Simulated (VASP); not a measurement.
A run of VASP 6.6.1:

Contents of INCAR:

```
SYSTEM = ScAl3
  PREC = Accurate
  ENCUT = 520
  EDIFF = 1E-6
  ISMEAR = 0
  SIGMA = 0.15
  LREAL = .FALSE.
  LASPH = .TRUE.
  NELM = 60
  ALGO = Fast
  ISIF = 2
  LWAVE = .FALSE.
  LCHARG = .FALSE.
  GGA = PS
  NBANDS = 18
```

The input KPOINTS:

```
regular mesh
0
G
  12 12 12
  0 0 0
```

POSCAR

```
ScAl3
1.0
    4.0712986163      0.0000000000      0.0000000000
    0.0000000000      4.0712986163      0.0254456164
    0.0000000000      0.0254456164      4.0712986163
Sc Al
1 3
Direct
    0.0000000000      0.0000000000      0.0000000000
    0.5000000000      0.0000000000      0.5000000000
    0.0000000000      0.5000000000      0.5000000000
    0.5000000000      0.5000000000      0.0000000000
```

Potentials or basis: VASP PAW PBE potentials, release 64 (Sc_sv, Al).

Launch:

```sh
$ cat potpaw_PBE.64/Sc_sv/POTCAR potpaw_PBE.64/Al/POTCAR > POTCAR
$ mpirun -np 1 vasp_std > vasp.out
```

Hardware: 1 thread of AMD EPYC 9R45 96-Core Processor (Zen 5) (shared host).

Q: How long does it take, and how much memory?

A: Wall time 3.2 min on 1 thread of AMD EPYC 9R45 96-Core Processor (Zen 5), on a shared host, peak memory 0.4 GiB. Counts: scf iterations 17, k points 301.
